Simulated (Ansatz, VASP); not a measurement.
NaH: VASP beside Ansatz

```
Na H
1.0
     0.00000    2.39722    2.39722
     2.39722    0.00000    2.39722
     2.39722    2.39722    0.00000
Na H
1 1
Direct
  0.00000 0.00000 0.00000
  0.50000 0.50000 0.50000
```

Alike in both runs: task single point; functional r2SCAN; k mesh 8 × 8 × 8; occupations tetrahedron; no spin polarisation.

|  | VASP | Ansatz |
| --- | --- | --- |
| version | VASP 6.6.1 | Ansatz 0.2.0 |
| potentials or method | VASP PAW PBE potentials, release 64 (Na_pv, H) | PAW with Ansatz's default frozen-core files, scalar-relativistic |
| plane-wave cutoff (eV) | 520 | 500 |
| valence electrons in the cell | 8 | 10 |

|  | VASP | Ansatz | Ansatz less VASP |
| --- | --- | --- | --- |
| gap on the k mesh at the Fermi level (eV) | 4.41 | 4.40 | -0.010 |
| pressure (GPa) | -0.3 | 0.0 | +0.31 |

VASP's potentials were made for PBE, not for r2SCAN. VASP's potentials hold 8 valence electrons a cell and Ansatz's 10, so a difference there can come from the potentials and not from the codes. Ansatz's warnings: band table not solved further, tetrahedron derivatives may miss energy slope.
